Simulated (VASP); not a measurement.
A run of VASP 6.6.1 is set up as follows.

INCAR

```
PREC = Accurate
ENCUT = 520
EDIFF = 1E-7
ISMEAR = 0
SIGMA = 0.05
LREAL = False
LASPH = True
NELM = 150
ALGO = Normal
ISIF = 2
LWAVE = False
LCHARG = True
ISPIN = 2
MAGMOM = 0.5 0.5
LORBIT = 11
GGA = PE
LELF = True
LVHAR = True
NBANDS = 19
```

File KPOINTS:

```
Automatic mesh
0
Gamma
  1 1 11
```

POSCAR

```
KBr
1.0
    9.0000000000      0.0000000000      0.0000000000
    0.0000000000      9.3000000000      0.0000000000
    0.0000000000      0.0000000000      6.0308062365
K Br
1 1
Direct
    0.5000000000      0.5000000000      0.0000000000
    0.5000000000      0.5000000000      0.5000000000
```

Potentials or basis: VASP PAW PBE potentials, release 64 (K_sv, Br).

Command:

```console
$ cat potpaw_PBE.64/K_sv/POTCAR potpaw_PBE.64/Br/POTCAR > POTCAR
$ mpirun -np 1 vasp_std > vasp.out
```

Q: Estimate the band gap on the k mesh.

A: 4.12 eV, direct.

Q: Predict the net moment.

A: 0.00 μB per cell.
